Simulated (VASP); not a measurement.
# La2MgSe4 (Fd-3m) in VASP: settings compared, part 2 of 2

VASP 6.6.1. The steps go on from the part before.

**3. Electric field gradients, r2SCAN**

Input file POSCAR:

```
La2MgSe4
1.0
    0.0000000000      6.0762400000      6.0762400000
    6.0762400000      0.0000000000      6.0762400000
    6.0762400000      6.0762400000      0.0000000000
La Mg Se
4 2 8
Direct
    0.1250000000      0.6250000000      0.1250000000
    0.1250000000      0.1250000000      0.6250000000
    0.6250000000      0.1250000000      0.1250000000
    0.1250000000      0.1250000000      0.1250000000
    0.5000000000      0.5000000000      0.5000000000
    0.7500000000      0.7500000000      0.7500000000
    0.8768210000      0.8768210000      0.8768210000
    0.3695370000      0.8768210000      0.8768210000
    0.8768210000      0.3695370000      0.8768210000
    0.8768210000      0.8768210000      0.3695370000
    0.3731790000      0.3731790000      0.8804630000
    0.3731790000      0.8804630000      0.3731790000
    0.8804630000      0.3731790000      0.3731790000
    0.3731790000      0.3731790000      0.3731790000
```

Input file INCAR.step1:

```
SYSTEM = La2MgSe4
PREC = Accurate
ENCUT = 520
ISMEAR = -1
SIGMA = 0.02
LREAL = .False.
LASPH = .True.
NELM = 100
NBANDS = 61
GGA = PE
ALGO = Normal
EDIFF = 1E-4
LWAVE = .True.
LCHARG = .False.
```

Input file INCAR.step2:

```
SYSTEM = La2MgSe4
PREC = Accurate
ENCUT = 520
EDIFF = 1E-8
ISMEAR = -1
SIGMA = 0.02
LREAL = .False.
LASPH = .True.
NELM = 100
ALGO = Normal
ISIF = 2
LWAVE = .False.
LCHARG = .False.
METAGGA = R2SCAN
LMIXTAU = .True.
LEFG = .True.
NBANDS = 61
ISTART = 1
```

Input file KPOINTS:

```
regular mesh
0
Gamma
  4 4 4
  0 0 0
```

Potentials or basis: VASP PAW PBE potentials, release 64 (La, Mg, Se).

Started as:

```bash
> cat potpaw_PBE.64/La/POTCAR potpaw_PBE.64/Mg/POTCAR potpaw_PBE.64/Se/POTCAR > POTCAR
> cp INCAR.step1 INCAR
> mpirun -np 1 vasp_std > vasp.out
> cp INCAR.step2 INCAR
> mpirun -np 1 vasp_std > vasp.out
```

OUTCAR:

```text
SYSTEM = La2MgSe4
   PREC = Accurate
   ENCUT = 520
   EDIFF = 1E-8
   ISMEAR = -1
   LREAL = .False.
   LASPH = .True.
   NELM = 100
   ISIF = 2
   METAGGA = R2SCAN
   ISTART = 1

 ion  position               nearest neighbor table
   1  0.125  0.625  0.125-   7 3.02   8 3.02  13 3.02  14 3.02  10 3.02  11 3.02
   2  0.125  0.125  0.625-   7 3.02  14 3.02   9 3.02  12 3.02  13 3.02   8 3.02
   3  0.625  0.125  0.125-   7 3.02   9 3.02  12 3.02  14 3.02  10 3.02  11 3.02
   4  0.125  0.125  0.125-  10 3.02  11 3.02   8 3.02   9 3.02  12 3.02  13 3.02
   5  0.500  0.500  0.500-  11 2.67  12 2.67  13 2.67  14 2.67
   6  0.750  0.750  0.750-   8 2.67   9 2.67  10 2.67   7 2.67
   7  0.877  0.877  0.877-   6 2.67   2 3.02   3 3.02   1 3.02
   8  0.370  0.877  0.877-   6 2.67   4 3.02   1 3.02   2 3.02
   9  0.877  0.370  0.877-   6 2.67   4 3.02   3 3.02   2 3.02
  10  0.877  0.877  0.370-   6 2.67   4 3.02   1 3.02   3 3.02
  11  0.373  0.373  0.880-   5 2.67   4 3.02   1 3.02   3 3.02
  12  0.373  0.880  0.373-   5 2.67   4 3.02   3 3.02   2 3.02
  13  0.880  0.373  0.373-   5 2.67   4 3.02   1 3.02   2 3.02
  14  0.373  0.373  0.373-   5 2.67   2 3.02   3 3.02   1 3.02

  LATTYP: Found a face centered cubic cell.
 ALAT       =    12.1524800000

  Lattice vectors:

 A1 = (   0.0000000000,   6.0762400000,   6.0762400000)
 A2 = (   6.0762400000,   0.0000000000,   6.0762400000)
 A3 = (   6.0762400000,   6.0762400000,   0.0000000000)

Analysis of symmetry for initial positions (statically):
=====================================================================
 Subroutine PRICEL returns:
 Original cell was already a primitive cell.

 Routine SETGRP: Setting up the symmetry group for a
 face centered cubic supercell.

 Subroutine GETGRP returns: Found 48 space group operations
 (whereof 24 operations were pure point group operations)
 out of a pool of 48 trial point group operations.

[... 715 lines left out ...]
      4.53505      7.61743      7.61743         0.033556     -0.033556     -0.033556
      4.53505      4.53505      4.53505         0.033556      0.033556      0.033556
 -----------------------------------------------------------------------------------
    total drift:                                0.000000     -0.000000     -0.000000

  FREE ENERGIE OF THE ION-ELECTRON SYSTEM (eV)
  ---------------------------------------------------
  free  energy   TOTEN  =      -269.7392440586 eV

  energy  without entropy=     -269.7392440586  energy(sigma->0) =     -269.73924406

 Electric field gradients (V/A^2)
---------------------------------------------------------------------
 ion       V_xx      V_yy      V_zz      V_xy      V_xz      V_yz
---------------------------------------------------------------------
   1      -0.000     0.000    -0.000   -11.595    11.595   -11.595
   2      -0.000    -0.000     0.000    11.595   -11.595   -11.595
   3       0.000    -0.000    -0.000   -11.595   -11.595    11.595
   4      -0.000    -0.000     0.000    11.595    11.595    11.595
   5      -0.000    -0.000    -0.000    -0.000    -0.000    -0.000
   6      -0.000    -0.000    -0.000    -0.000    -0.000    -0.000
   7      -0.000     0.000     0.000    43.240    43.240    43.240
   8       0.000    -0.000    -0.000   -43.240   -43.240    43.240
   9      -0.000     0.000    -0.000   -43.240    43.240   -43.240
  10      -0.000    -0.000     0.000    43.240   -43.240   -43.240
  11      -0.000    -0.000     0.000    43.240   -43.240   -43.240
  12      -0.000     0.000    -0.000   -43.240    43.240   -43.240
  13       0.000    -0.000    -0.000   -43.240   -43.240    43.240
  14       0.000     0.000     0.000    43.240    43.240    43.240
---------------------------------------------------------------------

 Electric field gradients after diagonalization (V/A^2)
 (convention: |V_zz| > |V_xx| > |V_yy|)
----------------------------------------------------------------------
 ion       V_xx      V_yy      V_zz     asymmetry (V_yy - V_xx)/ V_zz
----------------------------------------------------------------------
   1     -11.595   -11.595    23.191       0.000
   2     -11.595   -11.595    23.191       0.000
   3     -11.595   -11.595    23.191       0.000
   4     -11.595   -11.595    23.191       0.000
   5       0.000     0.000    -0.000       0.000
   6       0.000     0.000    -0.000       0.000
   7     -43.240   -43.240    86.480       0.000
   8     -43.240   -43.240    86.480       0.000
   9     -43.240   -43.240    86.480       0.000
  10     -43.240   -43.240    86.480       0.000
  11     -43.240   -43.240    86.480       0.000
  12     -43.240   -43.240    86.480       0.000
  13     -43.240   -43.240    86.480       0.000
  14     -43.240   -43.240    86.480       0.000
----------------------------------------------------------------------

           NMR quadrupolar parameters

 Cq : quadrupolar parameter    Cq=e*Q*V_zz/h
 eta: asymmetry parameters     (V_yy - V_xx)/ V_zz
 Q  : nuclear electric quadrupole moment in mb (millibarn)
----------------------------------------------------------------------
 ion       Cq(MHz)       eta       Q (mb)
----------------------------------------------------------------------
   1       0.056       0.000       1.000
   2       0.056       0.000       1.000
   3       0.056       0.000       1.000
   4       0.056       0.000       1.000
   5      -0.000       0.000       1.000
   6      -0.000       0.000       1.000
   7       0.209       0.000       1.000
   8       0.209       0.000       1.000
   9       0.209       0.000       1.000
  10       0.209       0.000       1.000
  11       0.209       0.000       1.000
  12       0.209       0.000       1.000
  13       0.209       0.000       1.000
  14       0.209       0.000       1.000
----------------------------------------------------------------------
```

OSZICAR.step1:

```text
N       E                     dE             d eps       ncg     rms          rms(c)
DAV:   1     0.110602918429E+04    0.11060E+04   -0.33382E+04   976   0.175E+03
DAV:   2     0.275964043607E+03   -0.83007E+03   -0.79102E+03  1184   0.358E+02
DAV:   3    -0.179083691385E+02   -0.29387E+03   -0.28514E+03  1488   0.208E+02
DAV:   4    -0.717295327333E+02   -0.53821E+02   -0.53059E+02  1629   0.105E+02
DAV:   5    -0.765882832508E+02   -0.48588E+01   -0.48389E+01  1840   0.368E+01    0.953E+00
DAV:   6    -0.747700866558E+02    0.18182E+01   -0.13107E+01  1656   0.156E+01    0.563E+00
DAV:   7    -0.746376425242E+02    0.13244E+00   -0.48901E+00  1720   0.999E+00    0.246E+00
DAV:   8    -0.747209348964E+02   -0.83292E-01   -0.62677E-01  1744   0.419E+00    0.989E-01
DAV:   9    -0.747418699970E+02   -0.20935E-01   -0.15878E-01  1904   0.205E+00    0.327E-01
DAV:  10    -0.747465896804E+02   -0.47197E-02   -0.37266E-02  1664   0.869E-01    0.246E-01
DAV:  11    -0.747486752788E+02   -0.20856E-02   -0.98385E-03  1632   0.587E-01    0.464E-02
DAV:  12    -0.747488043440E+02   -0.12907E-03   -0.25607E-03  1400   0.221E-01    0.418E-02
DAV:  13    -0.747489090517E+02   -0.10471E-03   -0.65617E-04  1000   0.154E-01    0.168E-02
DAV:  14    -0.747489399344E+02   -0.30883E-04   -0.20883E-04   968   0.930E-02
   1 F= -.74748940E+02 E0= -.74748940E+02  d E =-.179816E-11
```

Wall time 33 min (1 thread of Intel Xeon Platinum 8488C (Sapphire Rapids), shared host); peak memory 0.77 GiB.

Results:

| Item | Value |
| --- | --- |
| Free energy | -269.7392 eV |
| Pressure | -0.5 GPa |
| Largest force | 0.058 eV/Å |
| Band gap on the k mesh | 1.76 eV |
| Largest electric field gradient by atom | La +23.2; Mg +0.0; Se +86.5 V/Å² |

Forces in eV/Å, atoms in the order of the input:
```
La   0.000  0.000  0.000
La   0.000  0.000  0.000
La   0.000  0.000  0.000
La   0.000  0.000  0.000
Mg   0.000  0.000  0.000
Mg   0.000  0.000  0.000
Se  -0.034 -0.034 -0.034
Se  -0.034  0.034  0.034
Se   0.034 -0.034  0.034
Se   0.034  0.034 -0.034
Se  -0.034 -0.034  0.034
Se  -0.034  0.034 -0.034
Se   0.034 -0.034 -0.034
Se   0.034  0.034  0.034
```

Electric field gradients, principal values (V/Å²):
```tsv
atom	least	middle	greatest (by size)
1 La	-11.595	-11.595	23.191
2 La	-11.595	-11.595	23.191
3 La	-11.595	-11.595	23.191
4 La	-11.595	-11.595	23.191
5 Mg	0.000	0.000	0.000
6 Mg	0.000	0.000	0.000
7 Se	-43.240	-43.240	86.480
8 Se	-43.240	-43.240	86.480
9 Se	-43.240	-43.240	86.480
10 Se	-43.240	-43.240	86.480
11 Se	-43.240	-43.240	86.480
12 Se	-43.240	-43.240	86.480
13 Se	-43.240	-43.240	86.480
14 Se	-43.240	-43.240	86.480
```

Caveat: without QUAD_EFG the Cq values of the log hold for a quadrupole moment of 1 mb, not for the nuclei; the PAW data sets were made with another functional, which shifts forces and pressure a little; spin-orbit coupling is left out, which moves the levels of the heavy elements.
